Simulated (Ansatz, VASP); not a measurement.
# One calculation of TaBi, two programs

```
CELL_PARAMETERS angstrom
0.00000 2.97001 2.97001
2.97001 0.00000 2.97001
2.97001 2.97001 0.00000
ATOMIC_POSITIONS crystal
Ta 0.00000 0.00000 0.00000
Bi 0.50000 0.50000 0.50000
```

Alike in both runs: task relaxation of cell and atoms; functional PBE; k mesh 12 × 12 × 12; occupations fermi-dirac, width 0.1 eV; no spin polarisation.

|  | VASP | Ansatz |
| --- | --- | --- |
| version | VASP 6.6.1 | Ansatz 0.2.0 |
| potentials or method | VASP PAW PBE potentials, release 64 (Ta_pv, Bi_d) | PAW with Ansatz's default frozen-core files, scalar-relativistic |
| plane-wave cutoff (eV) | 600 | 420 |
| valence electrons in the cell | 26 | 28 |

|  | VASP | Ansatz | Ansatz less VASP |
| --- | --- | --- | --- |
| relaxed volume (Å³/atom) | 24.77 | 24.76 | -0.009 |
| relaxed length of the cell vector where the two differ most in proportion (Å) | 4.122 | 4.122 | -0.0005 |

VASP's potentials hold 26 valence electrons a cell and Ansatz's 28, so a difference there can come from the potentials and not from the codes.

Spin-orbit coupling is off throughout.
